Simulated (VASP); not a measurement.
# TaF3 (P4/mmm) in VASP: a series of runs

The runs below take TaF3 through single point, with PBE.

Program: VASP 6.6.1. These are calculated values, not measurements. Logs are shortened: lines on timing, memory, paths and dates and some standing lists are left out, and cuts for length are marked.

### Step 1. The cell of the first run

The structure is tetragonal, space group P4/mmm (No. 123). The conventional cell has a = 3.843 Å, b = 3.843 Å, c = 3.901 Å, α = 90.00°, β = 90.00°, γ = 90.00°. Ta (site symmetry 4/mmm) has 6 F at 1.92 to 1.95 Å within 2.5 Å. F (site symmetry mmm) has 2 Ta at 1.92 Å within 2.5 Å. F (site symmetry 4/mmm) has 2 Ta at 1.95 Å within 2.6 Å.

### Step 2. Single point, PBE (strain -0.015 along x and y, +0.000 along z)

The input, INCAR:

```
PREC     = Accurate       # precision mode
ENCUT    = 520            # plane-wave cutoff, eV
EDIFF    = 1E-7           # SCF threshold, eV
ISMEAR   = 0              # smearing method
SIGMA    = 0.15           # smearing width, eV
LREAL    = F              # projectors in reciprocal space
LASPH    = T              # aspherical terms in the spheres
NELM     = 60             # most SCF steps
ALGO     = Normal         # electronic algorithm
ISIF     = 2              # what is computed and relaxed
LWAVE    = F              # write WAVECAR
LCHARG   = T              # write CHGCAR
GGA      = PE             # functional
LELF     = T              # ELF
LVHAR    = T            
NBANDS   = 24             # bands
```

The input, KPOINTS:

```
Automatic mesh
0
Gamma
  12 12 12
```

The input, POSCAR:

```
TaF3
1.0
    3.8426820000      0.0000000000      0.0000000000
    0.0000000000      3.8426820000      0.0000000000
    0.0000000000      0.0000000000      3.9012000000
Ta F
1 3
Direct
    0.0000000000      0.0000000000      0.0000000000
    0.5000000000      0.0000000000      0.0000000000
    0.0000000000      0.5000000000      0.0000000000
    0.0000000000      0.0000000000      0.5000000000
```

Potentials or basis: VASP PAW PBE potentials, release 64 (Ta_pv, F).

Command:

```bash
$ cat potpaw_PBE.64/Ta_pv/POTCAR potpaw_PBE.64/F/POTCAR > POTCAR
$ mpirun -np 1 vasp_std > vasp.out
```

OUTCAR:

```text
PREC = Accurate
   ENCUT = 520
   EDIFF = 1E-7
   ISMEAR = 0
   LREAL = F
   LASPH = T
   NELM = 60
   ISIF = 2
   GGA = PE

 ion  position               nearest neighbor table
   1  0.000  0.000  0.000-   2 1.92   3 1.92   3 1.92   2 1.92   4 1.95   4 1.95
   2  0.500  0.000  0.000-   1 1.92   1 1.92
   3  0.000  0.500  0.000-   1 1.92   1 1.92
   4  0.000  0.000  0.500-   1 1.95   1 1.95

  LATTYP: Found a simple tetragonal cell.
 ALAT       =     3.8426820000
 C/A-ratio  =     1.0152284264

  Lattice vectors:

 A1 = (   3.8426820000,   0.0000000000,   0.0000000000)
 A2 = (   0.0000000000,   3.8426820000,   0.0000000000)
 A3 = (   0.0000000000,   0.0000000000,   3.9012000000)

Analysis of symmetry for initial positions (statically):
=====================================================================
 Subroutine PRICEL returns:
 Original cell was already a primitive cell.

 Routine SETGRP: Setting up the symmetry group for a
 simple tetragonal supercell.

 Subroutine GETGRP returns: Found 16 space group operations
 (whereof 16 operations were pure point group operations)
 out of a pool of 16 trial point group operations.

The static configuration has the point symmetry D_4h.

Analysis of symmetry for dynamics (positions and initial velocities):
=====================================================================
 Subroutine PRICEL returns:
 Original cell was already a primitive cell.

 Routine SETGRP: Setting up the symmetry group for a
 simple tetragonal supercell.

 Subroutine GETGRP returns: Found 16 space group operations
 (whereof 16 operations were pure point group operations)
 out of a pool of 16 trial point group operations.

The dynamic configuration has the point symmetry D_4h.

 Subroutine INISYM returns: Found 16 space group operations
 (whereof 16 operations are pure point group operations),
 and found     1 'primitive' translations

----------------------------------------------------------------------------------------

                                     Primitive cell

  volume of cell :      57.6059

  direct lattice vectors                    reciprocal lattice vectors
     3.842682000  0.000000000  0.000000000     0.260234909  0.000000000  0.000000000
     0.000000000  3.842682000  0.000000000     0.000000000  0.260234909  0.000000000
     0.000000000  0.000000000  3.901200000     0.000000000  0.000000000  0.256331385

  length of vectors
     3.842682000  3.842682000  3.901200000     0.260234909  0.260234909  0.256331385

  position of ions in fractional coordinates (direct lattice)
     0.000000000  0.000000000  0.000000000
     0.500000000  0.000000000  0.000000000
     0.000000000  0.500000000  0.000000000
     0.000000000  0.000000000  0.500000000

  ion indices of the primitive-cell ions
   primitive index   ion index
                 1           1
                 2           2
                 3           3
                 4           4

----------------------------------------------------------------------------------------

 KPOINTS: Automatic mesh

Automatic generation of k-mesh.
 Grid dimensions read from file:
 generate k-points for:   12   12   12

 Generating k-lattice:

  Cartesian coordinates                     Fractional coordinates (reciprocal lattice)
     0.021686242  0.000000000  0.000000000     0.083333333  0.000000000  0.000000000
     0.000000000  0.021686242  0.000000000     0.000000000  0.083333333  0.000000000
     0.000000000  0.000000000  0.021360949     0.000000000  0.000000000  0.083333333

  Length of vectors
     0.021686242  0.021686242  0.021360949

  Shift w.r.t. Gamma in fractional coordinates (k-lattice)
     0.000000000  0.000000000  0.000000000

 Subroutine IBZKPT returns following result:
 ===========================================

 Found    196 irreducible k-points:

 Following reciprocal coordinates:
            Coordinates               Weight
  0.000000  0.000000  0.000000      1.000000
  0.083333  0.000000  0.000000      4.000000
  0.166667  0.000000  0.000000      4.000000
  0.250000  0.000000  0.000000      4.000000
  0.333333  0.000000  0.000000      4.000000
  0.416667  0.000000  0.000000      4.000000
[... 16 lines left out ...]
  0.333333  0.333333  0.000000      4.000000
  0.416667  0.333333  0.000000      8.000000
 [... further k-points ...]
   k-points           NKPTS =    196   k-points in BZ     NKDIM =    196   number of bands    NBANDS=     24
   number of dos      NEDOS =    301   number of ions     NIONS =      4
   total plane-waves  NPLWV =  27000
   dimension x,y,z NGX =    30 NGY =   30 NGZ =   30
   dimension x,y,z NGXF=    60 NGYF=   60 NGZF=   60
   ions per type =               1   3
   NGX,Y,Z   is equivalent  to a cutoff of  12.98, 12.98, 12.78 a.u.
   NGXF,Y,Z  is equivalent  to a cutoff of  25.96, 25.96, 25.57 a.u.
 SYSTEM =  unknown system
   PREC   = accura    normal or accurate (medium, high low for compatibility)
   ISTART =      0    job   : 0-new  1-cont  2-samecut
   ICHARG =      2    charge: 1-file 2-atom 10-const
   ISPIN  =      1    spin polarized calculation?
   LNONCOLLINEAR =      F non collinear calculations
   LSORBIT =      F    spin-orbit coupling
   LASPH  =      T    aspherical Exc in radial PAW
   ENCUT  =  520.0 eV  38.22 Ry    6.18 a.u.   7.14  7.14  7.25*2*pi/ulx,y,z
   NELM   =     60;   NELMIN=  2; NELMDL= -5     # of ELM steps
   EDIFF  = 0.1E-06   stopping-criterion for ELM
   LREAL  =      F    real-space projection
   EDIFFG = 0.1E-05   stopping-criterion for IOM
   NSW    =      0    number of steps for IOM
   IBRION =     -1    ionic relax: 0-MD 1-quasi-New 2-CG
   NFREE  =      0    steps in history (QN), initial steepest desc. (CG)
   ISIF   =      2    stress and relaxation
   ISYM   =      2    0-nonsym 1-usesym 2-fastsym
   POTIM  = 0.5000    time-step for ionic-motion
   TEBEG  =    0.0;   TEEND  =   0.0 temperature during run
   PSTRESS=    0.0 pullay stress
   NELECT =      32.0000    total number of electrons
   NUPDOWN=      -1.0000    fix difference up-down
   EMIN   =  10.00;   EMAX   =-10.00  energy-range for DOS
   EFERMI =   0.00;   METHOD = LEGACY
   ISMEAR =     0;   SIGMA  =   0.15  broadening in eV -4-tet -1-fermi 0-gaus
   EFERMI_NEDOS =   21; number of points for ismear=-14 and -15
   IALGO  =     38    algorithm
   IMIX   =      4    mixing-type and parameters
     AMIX     =   0.40;   BMIX     =  1.00
     AMIX_MAG =   1.60;   BMIX_MAG =  1.00
  volume/ion in A,a.u.               =      14.40        97.19
  Fermi-wavevector in a.u.,A,eV,Ry     =   1.345765  2.543126 24.641274  1.811083
  Thomas-Fermi vector in A             =   2.473651
   LORBIT       =      0    0 simple, 1 ext, 2 COOP (PROOUT), +10 PAW based schemes
   GGA     = PE    functional components
   LHFCALC =     F    Hartree Fock is set to
   AEXX    =    0.0000 exact exchange contribution
   IVDW    =     0    specifies the selected vdW correction
   LEPSILON=     F    determine dielectric tensor
   LRPA    =     F    only Hartree local field effects (RPA)
 non-spin polarized calculation
 Gauss-broadening in eV      SIGMA  =   0.15
  energy-cutoff  :      520.00
  volume of cell :       57.61
 maximum number of plane-waves:      1576
 NGX is ok and might be reduce to    30
   NGX = 15   NGY = 15   NGZ = 15

 number of electron      32.0000025 magnetization

 Free energy of the ion-electron system (eV)
  ---------------------------------------------------
  ext. energy  EPLUGINS =         0.00000000
  ---------------------------------------------------
  free energy    TOTEN  =       -25.69192064 eV

  energy without entropy =      -25.66263493  energy(sigma->0) =      -25.67727779

 E-fermi :   5.2951     XC(G=0):  -9.1921

 val. band max:        5.2945080973   @ k =   0.0833   0.0833   0.3333
 cond. band min:       5.2956172259   @ k =   0.3333   0.0833   0.0000
 fundamental gap:      0.0011091286
 Fermi energy:         5.2951251071

 k-point     1 :       0.0000    0.0000    0.0000
  band No.  band energies     occupation
      1     -31.8445      2.00000
      2     -31.8445      2.00000
      3     -31.7661      2.00000
      4     -24.1288      2.00000
      5     -23.8566      2.00000
      6     -23.5947      2.00000
[... 16 lines left out ...]
     23      13.9210      0.00000
     24      14.6052      0.00000

 k-point     2 :       0.0833    0.0000    0.0000
  band No.  band energies     occupation
      1     -31.8790      2.00000
      2     -31.8440      2.00000
      3     -31.7656      2.00000
      4     -24.0884      2.00000
      5     -23.8060      2.00000
      6     -23.5895      2.00000
[... 16 lines left out ...]
     23      13.9174      0.00000
     24      14.3766      0.00000

 k-point     3 :       0.1667    0.0000    0.0000
  band No.  band energies     occupation
      1     -31.9705      2.00000
      2     -31.8426      2.00000
      3     -31.7642      2.00000
      4     -24.0347      2.00000
      5     -23.6564      2.00000
      6     -23.5304      2.00000
[... 16 lines left out ...]
     23      14.0993      0.00000
     24      14.5444      0.00000

 k-point     4 :       0.2500    0.0000    0.0000
  band No.  band energies     occupation
      1     -32.0895      2.00000
      2     -31.8407      2.00000
      3     -31.7623      2.00000
      4     -24.0100      2.00000
      5     -23.6140      2.00000
      6     -23.2334      2.00000
[... 16 lines left out ...]
     23      14.3675      0.00000
     24      14.8786      0.00000

 k-point     5 :       0.3333    0.0000    0.0000
  band No.  band energies     occupation
      1     -32.2024      2.00000
      2     -31.8388      2.00000
      3     -31.7604      2.00000
      4     -23.9990      2.00000
      5     -23.6067      2.00000
      6     -22.8783      2.00000
[... 451 lines left out ...]
 k-point    22 :       0.5000    0.2500    0.0000
  band No.  band energies     occupation
      1     -32.3056      2.00000
      2     -32.0815      2.00000
      3     -31.7548      2.00000
      4     -23.6473      2.00000
      5     -23.2306      2.00000
      6     -22.4995      2.00000
[... 16 lines left out ...]
     23      13.1891      0.00000
     24      14.5040      0.00000

 k-point    23 :       0.3333    0.3333    0.0000
  band No.  band energies     occupation
      1     -32.1971      2.00000
      2     -32.1953      2.00000
      3     -31.7548      2.00000
      4     -23.6406      2.00000
      5     -22.9001      2.00000
      6     -22.8495      2.00000
[... 16 lines left out ...]
     23      12.3210      0.00000
     24      14.7274      0.00000

 k-point    24 :       0.4167    0.3333    0.0000
  band No.  band energies     occupation
      1     -32.2753      2.00000
      2     -32.1947      2.00000
      3     -31.7534      2.00000
      4     -23.6355      2.00000
      5     -22.8744      2.00000
      6     -22.6000      2.00000
[... 16 lines left out ...]
     23      12.6344      0.00000
     24      14.2342      0.00000

 [... further k-points ...]

------------------------ aborting loop because EDIFF is reached ----------------------------------------

  FORCE on cell =-STRESS in cart. coord.  units (eV):
  Direction    XX          YY          ZZ          XY          YZ          ZX
  --------------------------------------------------------------------------------------
  -------------------------------------------------------------------------------------
  Total       12.7243271     12.7243271     10.0951616      0.0000000     -0.0000000      0.0000000
  in kB      353.8981565    353.8981565    280.7739115      0.0000000     -0.0000000      0.0000000
  external PRESSURE =     329.5234081 kB  Pullay stress =       0.0000000 kB

 VOLUME and BASIS-vectors are now :
 -----------------------------------------------------------------------------
  energy-cutoff  :      520.00
  volume of cell :       57.61
      direct lattice vectors                 reciprocal lattice vectors
     3.842682000  0.000000000  0.000000000     0.260234909  0.000000000  0.000000000
     0.000000000  3.842682000  0.000000000     0.000000000  0.260234909  0.000000000
     0.000000000  0.000000000  3.901200000     0.000000000  0.000000000  0.256331385

 POSITION                                       TOTAL-FORCE (eV/Angst)
 -----------------------------------------------------------------------------------
      0.00000      0.00000      0.00000         0.000000      0.000000      0.000000
      1.92134      0.00000      0.00000         0.000000      0.000000      0.000000
      0.00000      1.92134      0.00000         0.000000      0.000000      0.000000
      0.00000      0.00000      1.95060         0.000000      0.000000      0.000000
 -----------------------------------------------------------------------------------
    total drift:                                0.000000      0.000000      0.000000

  FREE ENERGIE OF THE ION-ELECTRON SYSTEM (eV)
  ---------------------------------------------------
  free  energy   TOTEN  =       -25.6919206421 eV

  energy  without entropy=      -25.6626349314  energy(sigma->0) =      -25.67727779
```

Run time: 6 min. Hardware: 1 thread of Intel Xeon Platinum 8259CL at 2.50GHz (Skylake/Cascade Lake), shared host; peak memory 0.34 GiB.

What came out:

```yaml
Free_energy: -25.6919 eV
Pressure: 33.0 GPa
Band_gap_on_the_k_mesh: zero (bands 16 and 17 overlap by 3.16 eV)
```

Levels at points of the mesh, in eV from the Fermi level:
| k point | band 14 | band 15 | band 16 | band 17 | band 18 | band 19 |
| --- | --- | --- | --- | --- | --- | --- |
| (0.00, 0.00, 0.00) | -9.32 | -9.32 | -1.32 | -1.31 | -1.31 | -0.59 |
| (0.50, 0.00, 0.00) | -9.42 | -9.31 | -1.21 | 0.43 | 0.44 | 2.27 |
| (0.50, 0.50, 0.00) | -9.70 | -8.85 | 0.56 | 0.56 | 1.63 | 3.32 |
| (0.00, 0.00, 0.50) | -9.48 | -9.48 | -1.24 | 0.31 | 0.31 | 2.25 |
| (0.50, 0.00, 0.50) | -9.88 | -8.74 | 0.42 | 0.53 | 1.53 | 3.66 |
| (0.50, 0.50, 0.50) | -8.73 | -8.73 | 1.85 | 1.85 | 1.94 | 3.50 |

Caveat: the cell differs from its parent crystal (strain -0.015 along x and y, +0.000 along z); the cell stands under pressure; spin-orbit coupling is left out, which moves the levels of the heavy elements.

[end of part 1 of 2]
